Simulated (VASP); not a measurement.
A run of VASP 6.6.1:

INCAR

```
ALGO = Normal ; EDIFF = 1E-6
ENCUT = 520 ; GGA = PS
ISIF = 2 ; ISMEAR = 0
LASPH = T ; LCHARG = F
LREAL = F ; LWAVE = F
NBANDS = 16 ; NELM = 80
PREC = Accurate ; SIGMA = 0.05
```

File KPOINTS:

```
k-points
0
Gamma
  8 8 8
```

POSCAR

```
CdTe
1.0
    0.0000000000      3.0824379506      3.2446715270
    3.2446715270      0.0000000000      3.2446715270
    3.2446715270      3.0824379506      0.0000000000
Cd Te
1 1
Direct
    0.0000000000      0.0000000000      0.0000000000
    0.7500000000      0.7500000000      0.7500000000
```

Potentials or basis: VASP PAW PBE potentials, release 64 (Cd, Te).

The run is started by

```sh
$ cat potpaw_PBE.64/Cd/POTCAR potpaw_PBE.64/Te/POTCAR > POTCAR
$ mpirun -np 1 vasp_std > vasp.out
```

Hardware: 1 thread of Intel(R) Xeon(R) 6975P-C (Granite Rapids), with other jobs on the host.

Problem. How long does it take, and how much memory?

Solution. It took 27 s on 1 thread of Intel(R) Xeon(R) 6975P-C (Granite Rapids) (shared host), peak memory 0.24 GiB. Counts: scf iterations 13, k points 59.
